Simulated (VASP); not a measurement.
Here is a VASP 6.6.1 calculation.

Contents of INCAR:

```
SYSTEM = Sn
PREC = Accurate ; ENCUT = 500
EDIFF = 1E-6 ; ISMEAR = -1
SIGMA = 0.05 ; LREAL = .FALSE.
LASPH = .TRUE. ; NELM = 120
ALGO = Normal ; ISIF = 2
LWAVE = .FALSE. ; LCHARG = .FALSE.
GGA = PS ; NBANDS = 13
GGA_COMPAT = .FALSE.
```

KPOINTS

```
regular mesh
0
G
  10 10 10
  0 0 0
```

File POSCAR:

```
Sn
1.0
   -1.8192530994      1.8192530994      1.8192530994
    1.8192530994     -1.8192530994      1.8192530994
    1.8192530994      1.8192530994     -1.8192530994
Sn
1
Direct
    0.0000000000      0.0000000000      0.0000000000
```

Potentials or basis: VASP PAW PBE potentials, release 64 (Sn_d).

The run is started by

```bash
$ cat potpaw_PBE.64/Sn_d/POTCAR > POTCAR
$ mpirun -np 1 vasp_std > vasp.out
```

(1) Predict the pressure.

(2) Estimate the band gap on the k mesh.

Answers

(1) 4.9 GPa.

(2) zero (band 7 reaches 18.61 eV, above the bottom of band 8 at 6.80 eV).

Caveat: the PAW data sets were made with another functional, which shifts forces and pressure a little; spin-orbit coupling is left out, which moves the levels of the heavy elements.
